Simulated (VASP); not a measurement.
# Ta (P-4) in VASP: relaxation of cell and atoms with PBE+D3(BJ)

Aim: the relaxation of cell and atoms of Ta with PBE+D3(BJ).

Everything below comes from runs of VASP 6.6.1. Logs are shortened: lines on timing, memory, paths and dates and some standing lists are left out, and cuts for length are marked.

## Step 1: The cell of the first run

It takes space group P-4 (No. 81, tetragonal). Conventional cell: a = 10.181 Å, b = 10.181 Å, c = 5.295 Å, α = 90.00°, β = 90.00°, γ = 90.00°. Within 3.6 Å of Ta (site symmetry 2) lie 12 Ta at 2.73 to 3.08 Å. Ta (site symmetry 1) has 12 Ta at 2.73 to 3.11 Å within 3.6 Å. Ta (site symmetry 1) has 12 Ta at 2.76 to 3.13 Å within 3.6 Å. Ta (site symmetry 1) has 14 Ta at 2.68 to 3.27 Å within 3.5 Å. Ta (site symmetry 1) has 14 Ta at 2.74 to 3.29 Å within 3.6 Å. Within 3.7 Å of Ta (site symmetry 1) lie 15 Ta at 2.78 to 3.34 Å. Within 3.5 Å of Ta (site symmetry 1) lie 14 Ta at 2.65 to 3.34 Å. Ta (site symmetry 1) has 14 Ta at 2.65 to 3.33 Å within 3.5 Å.

## Step 2: Relaxation of cell and atoms, PBE+D3(BJ)

INCAR

```
  PREC = Accurate
  ENCUT = 600
  EDIFF = 1E-6
  ISMEAR = 1
  SIGMA = 0.1
  LREAL = Auto
  LASPH = True
  NELM = 80
  ALGO = Normal
  ISIF = 3
  LWAVE = False
  LCHARG = False
  GGA = PE
  IVDW = 12
  IBRION = 2
  NSW = 90
  EDIFFG = -0.01
  KPAR = 8
```

KPOINTS

```
regular mesh
0
Gamma
  4 4 8
```

POSCAR

```
Ta
1.0
   10.1815000000      0.0000000000      0.0000000000
    0.0000000000     10.1815000000      0.0000000000
    0.0000000000      0.0000000000      5.2950000000
Ta
30
Direct
    0.5000000000      0.0000000000      0.2548000000
    0.0000000000      0.5000000000      0.7452000000
    0.7596300000      0.0664600000      0.2493000000
    0.0664600000      0.2403700000      0.7507000000
    0.2403700000      0.9335400000      0.2493000000
    0.9335400000      0.7596300000      0.7507000000
    0.4325100000      0.7374800000      0.2521000000
    0.7374800000      0.5674900000      0.7479000000
    0.5674900000      0.2625200000      0.2521000000
    0.2625200000      0.4325100000      0.7479000000
    0.0340800000      0.1273500000      0.2519000000
    0.1273500000      0.9659200000      0.7481000000
    0.9659200000      0.8726500000      0.2519000000
    0.8726500000      0.0340800000      0.7481000000
    0.3700700000      0.4647300000      0.2488000000
    0.4647300000      0.6299300000      0.7512000000
    0.6299300000      0.5352700000      0.2488000000
    0.5352700000      0.3700700000      0.7512000000
    0.1062000000      0.3949100000      0.2513000000
    0.3949100000      0.8938000000      0.7487000000
    0.8938000000      0.6050900000      0.2513000000
    0.6050900000      0.1062000000      0.7487000000
    0.8180900000      0.3180900000      0.0000000000
    0.3180900000      0.1819100000      0.0000000000
    0.1819100000      0.6819100000      0.0000000000
    0.6819100000      0.8180900000      0.0000000000
    0.8180900000      0.3181000000      0.5000000000
    0.3181000000      0.1819100000      0.5000000000
    0.1819100000      0.6819000000      0.5000000000
    0.6819000000      0.8180900000      0.5000000000
```

Potentials or basis: VASP PAW PBE potentials, release 64 (Ta_pv).

Launch:

```
cat potpaw_PBE.64/Ta_pv/POTCAR > POTCAR
mpirun -np 8 vasp_std > vasp.out
```

OUTCAR:

```text
PREC = Accurate
   ENCUT = 600
   EDIFF = 1E-6
   ISMEAR = 1
   LREAL = Auto
   LASPH = True
   NELM = 80
   ISIF = 3
   GGA = PE
   IVDW = 12
   IBRION = 2
   NSW = 90
   EDIFFG = -0.01
 IVDW          = 12

 ion  position               nearest neighbor table
   1  0.500  0.000  0.255-   3 2.73   5 2.73   7 2.76   9 2.76  28 2.92  30 2.92  24 2.95  26 2.95
                            20 3.03  22 3.03  20 3.08  22 3.08
   2  0.000  0.500  0.745-   4 2.73   6 2.73   8 2.76  10 2.76  27 2.92  29 2.92  23 2.95  25 2.95
                            19 3.03  21 3.03  19 3.08  21 3.08
   3  0.760  0.066  0.249-   1 2.73   9 2.79  11 2.86  13 2.88  14 2.90  14 2.91  23 2.94  27 2.95
                            26 2.96  30 2.96  22 3.10  22 3.11
   4  0.066  0.240  0.751-   2 2.73  10 2.79  12 2.86  14 2.88  11 2.90  11 2.91  24 2.94  28 2.95
                            23 2.96  27 2.96  19 3.10  19 3.11
   5  0.240  0.934  0.249-   1 2.73   7 2.79  13 2.86  11 2.88  12 2.90  12 2.91  25 2.94  29 2.95
                            24 2.96  28 2.96  20 3.10  20 3.11
   6  0.934  0.760  0.751-   2 2.73   8 2.79  14 2.86  12 2.88  13 2.90  13 2.91  26 2.94  30 2.95
                            25 2.96  29 2.96  21 3.10  21 3.11
   7  0.433  0.737  0.252-   1 2.76   5 2.79  15 2.85  17 2.88  16 2.88  16 2.89  29 2.92  25 2.93
                            30 2.97  26 2.98  20 3.10  20 3.13
   8  0.737  0.567  0.748-   2 2.76   6 2.79  16 2.85  18 2.88  17 2.88  17 2.89  30 2.92  26 2.93
                            27 2.97  23 2.98  21 3.10  21 3.13
   9  0.567  0.263  0.252-   1 2.76   3 2.79  17 2.85  15 2.88  18 2.88  18 2.89  27 2.92  23 2.93
[... 29 lines left out ...]
  24  0.318  0.182  0.000-  28 2.65  28 2.65  10 2.93   4 2.94   1 2.95   5 2.96   9 2.98  18 3.21
                            15 3.21  12 3.22  11 3.23  22 3.30  20 3.31  19 3.34
  25  0.182  0.682  0.000-  29 2.65  29 2.65   7 2.93   5 2.94   2 2.95   6 2.96  10 2.98  15 3.21
                            16 3.21  13 3.22  12 3.23  19 3.30  21 3.31  20 3.34
  26  0.682  0.818  0.000-  30 2.65  30 2.65   8 2.93   6 2.94   1 2.95   3 2.96   7 2.98  16 3.21
                            17 3.21  14 3.22  13 3.23  20 3.30  22 3.31  21 3.34
  27  0.818  0.318  0.500-  23 2.65  23 2.65   2 2.92   9 2.92   3 2.95   4 2.96   8 2.97  17 3.21
                            11 3.21  18 3.22  14 3.22  21 3.30  19 3.31  22 3.33
  28  0.318  0.182  0.500-  24 2.65  24 2.65   1 2.92  10 2.92   4 2.95   5 2.96   9 2.97  18 3.21
                            12 3.21  15 3.22  11 3.22  22 3.30  20 3.31  19 3.33
  29  0.182  0.682  0.500-  25 2.65  25 2.65   2 2.92   7 2.92   5 2.95   6 2.96  10 2.97  15 3.21
                            13 3.21  16 3.22  12 3.22  19 3.30  21 3.31  20 3.33
  30  0.682  0.818  0.500-  26 2.65  26 2.65   1 2.92   8 2.92   6 2.95   3 2.96   7 2.97  16 3.21
                            14 3.21  17 3.22  13 3.22  20 3.30  22 3.31  21 3.33

  LATTYP: Found a simple tetragonal cell.
 ALAT       =    10.1815000000
 C/A-ratio  =     0.5200608948

  Lattice vectors:

 A1 = (  10.1815000000,   0.0000000000,   0.0000000000)
 A2 = (   0.0000000000,  10.1815000000,   0.0000000000)
 A3 = (   0.0000000000,   0.0000000000,   5.2950000000)

Analysis of symmetry for initial positions (statically):
=====================================================================
 Subroutine PRICEL returns:
 Original cell was already a primitive cell.

 Routine SETGRP: Setting up the symmetry group for a
 simple tetragonal supercell.

 Subroutine GETGRP returns: Found  4 space group operations
 (whereof  4 operations were pure point group operations)
 out of a pool of 16 trial point group operations.

The static configuration has the point symmetry S_4 .

Analysis of symmetry for dynamics (positions and initial velocities):
=====================================================================
 Subroutine PRICEL returns:
 Original cell was already a primitive cell.

 Routine SETGRP: Setting up the symmetry group for a
 simple tetragonal supercell.

 Subroutine GETGRP returns: Found  4 space group operations
 (whereof  4 operations were pure point group operations)
 out of a pool of 16 trial point group operations.

The dynamic configuration has the point symmetry S_4 .

 Subroutine INISYM returns: Found  4 space group operations
 (whereof  4 operations are pure point group operations),
 and found     1 'primitive' translations

----------------------------------------------------------------------------------------

                                     Primitive cell

  volume of cell :     548.8953

  direct lattice vectors                    reciprocal lattice vectors
    10.181500000  0.000000000  0.000000000     0.098217355  0.000000000  0.000000000
     0.000000000 10.181500000  0.000000000     0.000000000  0.098217355  0.000000000
     0.000000000  0.000000000  5.295000000     0.000000000  0.000000000  0.188857413

  length of vectors
    10.181500000 10.181500000  5.295000000     0.098217355  0.098217355  0.188857413

  position of ions in fractional coordinates (direct lattice)
     0.500000000  0.000000000  0.254800000
     0.000000000  0.500000000  0.745200000
     0.759630000  0.066460000  0.249300000
     0.066460000  0.240370000  0.750700000
     0.240370000  0.933540000  0.249300000
     0.933540000  0.759630000  0.750700000
[... 22 lines left out ...]
     0.181910000  0.681900000  0.500000000
     0.681900000  0.818090000  0.500000000

  ion indices of the primitive-cell ions
   primitive index   ion index
                 1           1
                 2           2
                 3           3
                 4           4
                 5           5
                 6           6
[... 22 lines left out ...]
                29          29
                30          30

----------------------------------------------------------------------------------------

 KPOINTS: regular mesh

Automatic generation of k-mesh.
 Grid dimensions read from file:
 generate k-points for:    4    4    8

 Generating k-lattice:

  Cartesian coordinates                     Fractional coordinates (reciprocal lattice)
     0.024554339  0.000000000  0.000000000     0.250000000  0.000000000  0.000000000
     0.000000000  0.024554339  0.000000000     0.000000000  0.250000000  0.000000000
     0.000000000  0.000000000  0.023607177     0.000000000  0.000000000  0.125000000

  Length of vectors
     0.024554339  0.024554339  0.023607177

  Shift w.r.t. Gamma in fractional coordinates (k-lattice)
     0.000000000  0.000000000  0.000000000

 Subroutine IBZKPT returns following result:
 ===========================================

 Found     30 irreducible k-points:

 Following reciprocal coordinates:
            Coordinates               Weight
  0.000000  0.000000  0.000000      1.000000
  0.250000  0.000000  0.000000      4.000000
  0.500000  0.000000  0.000000      2.000000
  0.250000  0.250000  0.000000      4.000000
  0.500000  0.250000  0.000000      4.000000
  0.500000  0.500000  0.000000      1.000000
[... 16 lines left out ...]
  0.500000  0.250000  0.375000      8.000000
  0.500000  0.500000  0.375000      2.000000
 [... further k-points ...]
   k-points           NKPTS =     30   k-points in BZ     NKDIM =     30   number of bands    NBANDS=    198
   number of dos      NEDOS =    301   number of ions     NIONS =     30
   total plane-waves  NPLWV = 296352
   dimension x,y,z NGX =    84 NGY =   84 NGZ =   42
   dimension x,y,z NGXF=   168 NGYF=  168 NGZF=   84
   ions per type =              30
   NGX,Y,Z   is equivalent  to a cutoff of  13.72, 13.72, 13.19 a.u.
   NGXF,Y,Z  is equivalent  to a cutoff of  27.43, 27.43, 26.37 a.u.
 SYSTEM =  unknown system
   PREC   = accura    normal or accurate (medium, high low for compatibility)
   ISTART =      0    job   : 0-new  1-cont  2-samecut
   ICHARG =      2    charge: 1-file 2-atom 10-const
   ISPIN  =      1    spin polarized calculation?
   LNONCOLLINEAR =      F non collinear calculations
   LSORBIT =      F    spin-orbit coupling
   LASPH  =      T    aspherical Exc in radial PAW
   ENCUT  =  600.0 eV  44.10 Ry    6.64 a.u.  20.33 20.33 10.58*2*pi/ulx,y,z
   NELM   =     80;   NELMIN=  2; NELMDL= -5     # of ELM steps
   EDIFF  = 0.1E-05   stopping-criterion for ELM
   LREAL  =      T    real-space projection
   EDIFFG = -.1E-01   stopping-criterion for IOM
   NSW    =     90    number of steps for IOM
   IBRION =      2    ionic relax: 0-MD 1-quasi-New 2-CG
   NFREE  =      1    steps in history (QN), initial steepest desc. (CG)
   ISIF   =      3    stress and relaxation
   ISYM   =      2    0-nonsym 1-usesym 2-fastsym
   POTIM  = 0.5000    time-step for ionic-motion
   TEBEG  =    0.0;   TEEND  =   0.0 temperature during run
   PSTRESS=    0.0 pullay stress
   NELECT =     330.0000    total number of electrons
   NUPDOWN=      -1.0000    fix difference up-down
   EMIN   =  10.00;   EMAX   =-10.00  energy-range for DOS
   EFERMI =   0.00;   METHOD = LEGACY
   ISMEAR =     1;   SIGMA  =   0.10  broadening in eV -4-tet -1-fermi 0-gaus
   EFERMI_NEDOS =   21; number of points for ismear=-14 and -15
   IALGO  =     38    algorithm
   IMIX   =      4    mixing-type and parameters
     AMIX     =   0.40;   BMIX     =  1.00
     AMIX_MAG =   1.60;   BMIX_MAG =  1.00
  volume/ion in A,a.u.               =      18.30       123.47
  Fermi-wavevector in a.u.,A,eV,Ry     =   1.381708  2.611050 25.975118  1.909117
  Thomas-Fermi vector in A             =   2.506467
   LORBIT       =      0    0 simple, 1 ext, 2 COOP (PROOUT), +10 PAW based schemes
   GGA     = PE    functional components
   LHFCALC =     F    Hartree Fock is set to
   AEXX    =    0.0000 exact exchange contribution
   IVDW    =    12    specifies the selected vdW correction
   LEPSILON=     F    determine dielectric tensor
   LRPA    =     F    only Hartree local field effects (RPA)
 conjugate gradient relaxation of ions
 non-spin polarized calculation
 Methfessel and Paxton  Order N= 1 SIGMA  =   0.10
  energy-cutoff  :      600.00
  volume of cell :      548.90
 maximum number of plane-waves:     18372
 NGX is ok and might be reduce to    84
   NGX = 41   NGY = 41   NGZ = 21

--------------------------------------- Ionic step        1  -------------------------------------------

 number of electron     329.9999984 magnetization

 Free energy of the ion-electron system (eV)
  ---------------------------------------------------
  ext. energy  EPLUGINS =         0.00000000
  ---------------------------------------------------
  free energy    TOTEN  =      -354.21933969 eV

  energy without entropy =     -354.22092754  energy(sigma->0) =     -354.21986897

------------------------ aborting loop because EDIFF is reached ----------------------------------------

 Edisp (eV)  -19.55698

 E6    (eV) :    -9.3178
[... 195 lines left out ...]
  FREE ENERGIE OF THE ION-ELECTRON SYSTEM (eV)
  ---------------------------------------------------
  free  energy   TOTEN  =      -373.8204976545 eV

  energy  without entropy=     -373.8217428469  energy(sigma->0) =     -373.82091272

[... ionic steps 4 to 11 ...]

--------------------------------------- Ionic step       12  -------------------------------------------

 number of electron     329.9999975 magnetization

------------------------ aborting loop because EDIFF is reached ----------------------------------------
[... 135 lines left out ...]
--------------------------------------- Ionic step       14  -------------------------------------------

 number of electron     329.9999975 magnetization

 Free energy of the ion-electron system (eV)
  ---------------------------------------------------
  ext. energy  EPLUGINS =         0.00000000
  ---------------------------------------------------
  free energy    TOTEN  =      -354.12923975 eV

  energy without entropy =     -354.12925985  energy(sigma->0) =     -354.12924645

 E-fermi :   5.5074     XC(G=0): -12.5743

 val. band max:        5.5062607795   @ k =   0.0000   0.0000   0.1250
 cond. band min:       5.5076943703   @ k =   0.5000   0.0000   0.1250
 fundamental gap:      0.0014335908
 Fermi energy:         5.5074067782

 k-point     1 :       0.0000    0.0000    0.0000
  band No.  band energies     occupation
      1     -29.1536      2.00000
      2     -29.1341      2.00000
      3     -29.1341      2.00000
      4     -29.0594      2.00000
      5     -28.9038      2.00000
      6     -28.8592      2.00000
[... 4309 lines left out ...]
    176       6.3787     -0.00000
    177       6.4656     -0.00000

 [... further k-points ...]

 [bands above 177 left out]

------------------------ aborting loop because EDIFF is reached ----------------------------------------

 Edisp (eV)  -19.71744

 E6    (eV) :    -9.3935
[... 55 lines left out ...]
  FREE ENERGIE OF THE ION-ELECTRON SYSTEM (eV)
  ---------------------------------------------------
  free  energy   TOTEN  =      -373.8466809680 eV

  energy  without entropy=     -373.8467010744  energy(sigma->0) =     -373.84668767

 reached required accuracy - stopping structural energy minimisation
```

It took 2.1 h on 8 MPI ranks of Intel Xeon Platinum 8488C (Sapphire Rapids), shared host; peak memory 2.4 GiB.

What came out:

```yaml
Free_energy: -373.8467 eV
Relaxed_volume: 18.15 Å³/atom
Relaxed_cell: a = 10.145 Å, b = 10.145 Å, c = 5.291 Å, α = 90.00°, β = 90.00°, γ = 90.00°
Space_group_after_relaxing_to_0.1_Å: P4_2/mnm (No. 136)
Energy_gained_by_relaxing: 2.3 meV/atom
Ionic_steps: 14
Pressure_after_relaxing: 0.0 GPa
Largest_force_after_relaxing: 0.009 eV/Å
Band_gap_on_the_k_mesh: zero (bands 165 and 166 overlap by 0.29 eV)
Dispersion_energy_per_atom: -0.657 eV
```

Forces in eV/Å, atoms in the order of the input:
```
Ta   0.000  0.000  0.000
Ta   0.000  0.000  0.000
Ta   0.000  0.003  0.003
Ta   0.003  0.000 -0.003
Ta   0.000 -0.003  0.003
Ta  -0.003  0.000 -0.003
Ta   0.003 -0.002 -0.004
Ta  -0.002 -0.003  0.004
Ta  -0.003  0.002 -0.004
Ta   0.002  0.003  0.004
Ta  -0.003 -0.002 -0.002
Ta  -0.002  0.003  0.002
Ta   0.003  0.002 -0.002
Ta   0.002 -0.003  0.002
Ta  -0.001 -0.007  0.006
Ta  -0.007  0.001 -0.006
Ta   0.001  0.007  0.006
Ta   0.007 -0.001 -0.006
Ta   0.000 -0.004 -0.002
Ta  -0.004  0.000  0.002
Ta   0.000  0.004 -0.002
Ta   0.004  0.000  0.002
Ta   0.006 -0.003  0.000
Ta  -0.003 -0.006  0.000
Ta  -0.006  0.003  0.000
Ta   0.003  0.006  0.000
Ta  -0.003  0.001 -0.001
Ta   0.001  0.003  0.001
Ta   0.003 -0.001 -0.001
Ta  -0.001 -0.003  0.001
```

Step by step:
```
step  energy change (eV)  largest force (eV/Å)  pressure (GPa)  volume (Å³)
   1              0.0000                0.3296           -1.58       548.90
   2              0.0570                0.1306            3.94       534.68
   3             -0.0442                0.2123            0.55       543.18
   4             -0.0656                0.0964           -0.06       544.69
   5             -0.0656                0.0958           -0.03       544.61
   6             -0.0690                0.0458            0.00       544.55
   7             -0.0692                0.0460            0.00       544.53
   8             -0.0698                0.0218           -0.01       544.55
   9             -0.0698                0.0233           -0.01       544.55
  10             -0.0701                0.0140            0.02       544.47
  11             -0.0702                0.0137            0.05       544.40
  12             -0.0702                0.0106           -0.10       544.80
  13             -0.0702                0.0115           -0.04       544.63
  14             -0.0704                0.0088           -0.02       544.57
```

Final structure:
```
Ta
1.0
    10.14515    0.00000    0.00000
     0.00000   10.14515    0.00000
     0.00000    0.00000    5.29100
Ta
30
Direct
  0.50000 0.00000 0.25018
  0.00000 0.50000 0.74982
  0.76106 0.06711 0.24984
  0.06711 0.23894 0.75016
  0.23894 0.93289 0.24984
  0.93289 0.76106 0.75016
  0.43285 0.73898 0.25066
  0.73898 0.56715 0.74934
  0.56715 0.26102 0.25066
  0.26102 0.43285 0.74934
  0.03481 0.12889 0.25019
  0.12889 0.96519 0.74981
  0.96519 0.87111 0.25019
  0.87111 0.03481 0.74981
  0.37113 0.46528 0.24927
  0.46528 0.62887 0.75073
  0.62887 0.53472 0.24927
  0.53472 0.37113 0.75073
  0.10492 0.39512 0.24974
  0.39512 0.89508 0.75026
  0.89508 0.60488 0.24974
  0.60488 0.10492 0.75026
  0.81843 0.31868 0.00074
  0.31868 0.18157 0.99926
  0.18157 0.68132 0.00074
  0.68132 0.81843 0.99926
  0.81868 0.31850 0.49918
  0.31850 0.18132 0.50082
  0.18132 0.68150 0.49918
  0.68150 0.81868 0.50082
```

Caveat: spin-orbit coupling is left out, which moves the levels of the heavy elements.
